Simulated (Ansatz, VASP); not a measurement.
**Two plane-wave programs on Ge**

```
CELL_PARAMETERS angstrom
0.00000 2.82735 2.82735
2.82735 0.00000 2.82735
2.82735 2.82735 0.00000
ATOMIC_POSITIONS crystal
Ge 0.00000 0.00000 0.00000
Ge 0.25000 0.25000 0.25000
```

Alike in both runs: task single point; functional r2SCAN; k mesh 8 × 8 × 8; occupations tetrahedron; no spin polarisation.

|  | VASP | Ansatz |
| --- | --- | --- |
| version | VASP 6.6.1 | Ansatz 0.2.0 |
| potentials or method | VASP PAW PBE potentials, release 64 (Ge_d), cutoff 520 eV | PAW plane waves |
| valence electrons in the cell | 28 | 28 |

|  | VASP | Ansatz | Ansatz less VASP |
| --- | --- | --- | --- |
| gap on the k mesh at the Fermi level (eV) | 0.42 | 0.46 | +0.040 |
| pressure (GPa) | 0.8 | 0.7 | -0.04 |

VASP's potentials were made for PBE, not for r2SCAN. The functional is the same, so the differences come from potentials, cutoffs and numerics. Ansatz's warnings: band table not solved further, product built on unsolved table, tetrahedron derivatives may miss energy slope.
